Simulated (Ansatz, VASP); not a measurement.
# Ti: VASP beside Ansatz

```xyz
1
Lattice="0.0000 2.0562 2.0562 2.0562 0.0000 2.0562 2.0562 2.0562 0.0000" Properties=species:S:1:pos:R:3 pbc="T T T"
Ti    0.0000    0.0000    0.0000
```

Alike in both runs: functional PBE; k mesh 17 × 17 × 17; occupations fermi-dirac, width 0.05 eV; no spin polarisation.

Ansatz relaxed the structure, and its values are those at the end. VASP's run is a single point on that final structure, the one shown.

|  | VASP | Ansatz |
| --- | --- | --- |
| version | VASP 6.6.1 | Ansatz 0.2.0 |
| potentials or method | VASP PAW PBE potentials, release 64 (Ti_sv) | PAW with Ansatz's default frozen-core files, scalar-relativistic |
| plane-wave cutoff (eV) | 520 | 420 |
| valence electrons in the cell | 12 | 12 |

```tsv
	VASP	Ansatz	Ansatz less VASP
pressure (GPa)	-0.3	0.0	+0.27
```

The functional is the same, so the differences come from potentials, cutoffs and numerics.
